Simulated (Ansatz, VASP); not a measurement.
CaB6: VASP beside Ansatz

```
Ca B
1.0
     4.12757    0.00000    0.00000
     0.00000    4.12757    0.00000
     0.00000    0.00000    4.12757
Ca B
1 6
Direct
  0.50000 0.50000 0.50000
  0.00000 0.00000 0.29837
  0.00000 0.00000 0.70163
  0.29837 0.00000 0.00000
  0.70163 0.00000 0.00000
  0.00000 0.29837 0.00000
  0.00000 0.70163 0.00000
```

Alike in both runs: functional PBEsol; k mesh 8 × 8 × 8; occupations gaussian, width 0.01 eV; no spin polarisation.

Ansatz relaxed the structure, and its values are those at the end. VASP's run is a single point on that final structure, the one shown.

```csv
,VASP,Ansatz
version,VASP 6.6.1,Ansatz 0.2.0
potentials or method,"VASP PAW PBE potentials, release 64 (Ca_sv, B), cutoff 520 eV","scalar-relativistic, plane waves, PAW"
valence electrons in the cell,28,28
```

|  | VASP | Ansatz | Ansatz less VASP |
| --- | --- | --- | --- |
| gap on the k mesh at the Fermi level (eV) | 0.07 | 0.07 | -0.001 |
| least direct gap on the mesh (eV) | 0.07 | 0.08 | +0.003 |
| pressure (GPa) | 0.3 | 0.0 | -0.31 |
| rms of the force components (eV/Å) | 0.016 | 0.001 | -0.0143 |

VASP's potentials were made for PBE, not for PBEsol. The functional is the same, so the differences come from potentials, cutoffs and numerics.
